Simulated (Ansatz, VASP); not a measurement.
## Two plane-wave programs on C

The input INCAR:

```
PREC = Accurate
ENCUT = 520
EDIFF = 1E-6
ISMEAR = 0
SIGMA = 0.05
LREAL = False
LASPH = True
NELM = 80
ALGO = Normal
ISIF = 2
LWAVE = False
LCHARG = False
GGA = PE
IVDW = 12
NBANDS = 11
```

File KPOINTS:

```
Automatic mesh
0
Gamma
  15 15 15
```

Contents of POSCAR:

```
C
1.0
    1.2324809262      0.7115731945      3.3609366220
   -1.2324809262      0.7115731945      3.3609366220
    0.0000000000     -1.4231463891      3.3609366220
C
2
Direct
    0.1590580365      0.1590580365      0.1590580365
    0.8409419635      0.8409419635      0.8409419635
```

Input for Ansatz:

```yaml
crystal:
  lattice:
    - [1.2324809262, 0.7115731945, 3.360936622]
    - [-1.2324809262, 0.7115731945, 3.360936622]
    - [0.0, -1.4231463891, 3.360936622]
  atoms:
    - { symbol: C, position: [0.1590580365, 0.1590580365, 0.1590580365] }
    - { symbol: C, position: [0.8409419635, 0.8409419635, 0.8409419635] }
basis:
  ecutwfc: 520.0
kpoints:
  mp_grid: { grid: [15, 15, 15] }
hamiltonian:
  xc: pbe
  pseudopotentials: { kind: paw, azcp: { folder: soft_1 } }
  dispersion: d3bj
scf:
  occupations: { method: gaussian, width: 0.05 }
output:
  forces: true
  stress: true
  eigenvalues: true
```

Change from the starting cell: mode 4 frozen in at -0.076 Å, equal normal strain along x, y and z +0.0000.

Alike in both runs: task single point; functional PBE; dispersion D3(BJ); k mesh 15 × 15 × 15; occupations gaussian, width 0.05 eV; no spin polarisation.

```csv
,VASP,Ansatz
version,VASP 6.6.1,Ansatz 0.2.0
potentials or method,"VASP PAW PBE potentials, release 64 (C), cutoff 520 eV","scalar-relativistic, plane waves, PAW"
valence electrons in the cell,8,8
```

Ansatz gave:

```
gap on the k mesh at the Fermi level (eV)                     : 0.93
least direct gap on the mesh (eV)                             : 0.93
pressure (GPa)                                                : -1.4
traceless stress, the component that is largest in VASP (GPa) : -2.63
rms of the force components (eV/Å)                            : 1.455
```

Q: What did VASP give for the same quantities?

A: gap on the k mesh at the Fermi level (eV): 0.93; least direct gap on the mesh (eV): 0.93; pressure (GPa): -0.9; traceless stress, the component that is largest in VASP (GPa): -3.16; rms of the force components (eV/Å): 1.449.

Atom by atom the forces differ by 0.006 eV/Å (rms over components).
